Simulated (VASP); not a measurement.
Here is a VASP 6.6.1 calculation.

Contents of INCAR:

```
SYSTEM = LiH
ALGO = Normal
EDIFF = 1E-7
ENCUT = 520
GGA = PE
ISIF = 2
ISMEAR = -1
LASPH = .TRUE.
LCHARG = .TRUE.
LELF = .TRUE.
LREAL = .FALSE.
LVHAR = .TRUE.
LWAVE = .FALSE.
NBANDS = 9
NELM = 60
PREC = Accurate
SIGMA = 0.05
```

File KPOINTS:

```
k-points
0
G
  8 8 8
  0 0 0
```

Contents of POSCAR:

```
LiH
1.0
    0.0000000000      2.0367500000      2.0367500000
    2.0367500000      0.0000000000      2.0367500000
    2.0367500000      2.0367500000      0.0000000000
Li H
1 1
Direct
    0.0000000000      0.0000000000      0.0000000000
    0.5000000000      0.5000000000      0.5000000000
```

Potentials or basis: VASP PAW PBE potentials, release 64 (Li_sv, H).

Run with:

```console
$ cat potpaw_PBE.64/Li_sv/POTCAR potpaw_PBE.64/H/POTCAR > POTCAR
$ mpirun -np 1 vasp_std > vasp.out
```

**Question.** What does it give for the band gap on the k mesh?

**Answer.** 3.01 eV, direct.

 PBE gaps usually lie below the measured ones, often by a third to a half.
